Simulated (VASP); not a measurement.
A run of VASP 6.6.1 is set up as follows.

Contents of INCAR:

```
PREC = Accurate
ENCUT = 500
EDIFF = 1E-6
ISMEAR = 1
SIGMA = 0.1
LREAL = F
LASPH = T
NELM = 120
ALGO = Normal
ISIF = 2
LWAVE = F
LCHARG = F
GGA = CA
NBANDS = 12
GGA_COMPAT = F
```

File KPOINTS:

```
regular mesh
0
Gamma
  14 14 14
```

File POSCAR:

```
Ag
1.0
    0.0000000000      2.0427500000      2.0427500000
    2.0427500000      0.0000000000      2.0427500000
    2.0427500000      2.0427500000      0.0000000000
Ag
1
Direct
    0.0000000000      0.0000000000      0.0000000000
```

Potentials or basis: VASP PAW LDA potentials, release 64 (Ag).

The run is started by

```console
$ cat potpaw_LDA.64/Ag/POTCAR > POTCAR
$ mpirun -np 1 vasp_std > vasp.out
```

What does it give for the band gap on the k mesh?

Zero (an odd number of electrons rules out a gap without spin polarisation).

Predict the pressure.

-7.2 GPa.

Caveat: the cell stands under tension.
